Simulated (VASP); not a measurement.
**Te: single point with PBE**

Crystal: Te.

```
Te
1.0
     0.00000    3.39006    3.39006
     3.39006    0.00000    3.39006
     3.39006    3.39006    0.00000
Te
2
Direct
  0.87500 0.87500 0.87500
  0.12500 0.12500 0.12500
```

This isn't the form of Te at room conditions, which is trigonal, of chains.

| Item | Value |
| --- | --- |
| Program | VASP 6.6.1 |
| Task | single point |
| Functional | PBE |
| Potentials or basis | VASP PAW PBE potentials, release 64 (Te) |
| Cutoff | 520 eV |
| k mesh | 10 × 10 × 10 |
| Occupations | fermi-dirac, width 0.1 eV |
| Spin | no spin polarisation |

```json
{
 "Pressure": "6.8 GPa",
 "Band gap on the k mesh": "zero (bands 6 and 7 overlap by 1.19 eV)"
}
```

Levels at points of the mesh, in eV from the Fermi level:
| k point | band 2 | band 3 | band 4 | band 5 | band 6 | band 7 | band 8 | band 9 | band 10 | band 11 |
| --- | --- | --- | --- | --- | --- | --- | --- | --- | --- | --- |
| (0.00, 0.00, 0.00) | -8.19 | -3.50 | -3.50 | -3.50 | -0.91 | -0.91 | -0.91 | 3.53 | 5.79 | 5.79 |
| (0.50, 0.00, 0.00) | -10.57 | -4.22 | -4.22 | -3.87 | 0.19 | 0.19 | 2.24 | 5.33 | 5.66 | 6.36 |
| (0.50, 0.50, 0.00) | -11.86 | -5.01 | -5.01 | -1.86 | -1.86 | 2.50 | 2.50 | 5.29 | 5.29 | 7.67 |

Run time: 29 s on 1 thread of Intel(R) Xeon(R) Platinum 8259CL CPU @ 2.50GHz (Skylake/Cascade Lake), on a shared host, peak memory 0.21 GiB.

Caveat: the cell stands under pressure; spin-orbit coupling is left out, which moves the levels of the heavy elements.
